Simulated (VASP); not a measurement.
Here is a VASP 6.6.1 calculation.

INCAR

```
PREC = Accurate ; ENCUT = 500
EDIFF = 1E-6 ; ISMEAR = 0
SIGMA = 0.1 ; LREAL = False
LASPH = True ; NELM = 120
ALGO = Normal ; ISIF = 2
LWAVE = False ; LCHARG = False
GGA = PE ; IVDW = 13
NBANDS = 34 ; GGA_COMPAT = False
```

KPOINTS

```
Automatic mesh
0
Gamma
  8 8 8
```

The input POSCAR:

```
GaSe2
1.0
    0.0000000000      4.1547279218      4.1547279218
    4.1547279218      0.0000000000      4.1547279218
    4.1547279218      4.1547279218      0.0000000000
Ga Se
2 4
Direct
    0.5000000000      0.5000000000      0.5000000000
    0.7500000000      0.7500000000      0.7500000000
    0.1250000000      0.1250000000      0.1250000000
    0.6250000000      0.1250000000      0.1250000000
    0.1250000000      0.6250000000      0.1250000000
    0.1250000000      0.1250000000      0.6250000000
```

Potentials or basis: VASP PAW PBE potentials, release 64 (Ga_d, Se).

Run with:

```console
$ cat potpaw_PBE.64/Ga_d/POTCAR potpaw_PBE.64/Se/POTCAR > POTCAR
$ mpirun -np 1 vasp_std > vasp.out
```

Predict the dispersion energy per atom.

-0.470 eV.

What does it give for the pressure?

-0.6 GPa.

What does it give for the band gap on the k mesh?

Zero (band 25 reaches 4.97 eV, above the bottom of band 26 at 2.83 eV).

Caveat: pairwise dispersion overbinds metals, which lowers pressure and volume.
